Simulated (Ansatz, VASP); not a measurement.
MoSe in VASP and in Ansatz

```
Mo Se
1.0
     3.47067    0.00000    0.00000
    -1.73533    3.00569    0.00000
     0.00000    0.00000    4.37280
Mo Se
1 1
Direct
  0.66667 0.33333 0.02544
  0.33333 0.66667 0.11843
```

Alike in both runs: task single point; functional PBE; k mesh 5 × 5 × 4; occupations fermi-dirac, width 0.03 eV; no spin polarisation.

|  | VASP | Ansatz |
| --- | --- | --- |
| version | VASP 6.6.1 | Ansatz 0.2.0 |
| potentials or method | VASP PAW PBE potentials, release 64 (Mo_sv, Se), cutoff 500 eV | all-electron LAPW, scalar-relativistic |

|  | VASP | Ansatz | Ansatz less VASP |
| --- | --- | --- | --- |
| gap on the k mesh at the Fermi level (eV) | none | none | - |
| rms of the force components (eV/Å) | 3.747 | 3.722 | -0.0249 |

Atom by atom the forces differ by 0.025 eV/Å (rms over components). A gap of «none» marks a metal or a gap that the smearing closes. Ansatz ran all-electron here, and VASP with PAW potentials.

The k mesh is coarse, so the values compare programs but aren't converged. Noted on Ansatz's run: the k mesh is thin for a metal, which can move the energy by tens of meV per atom.
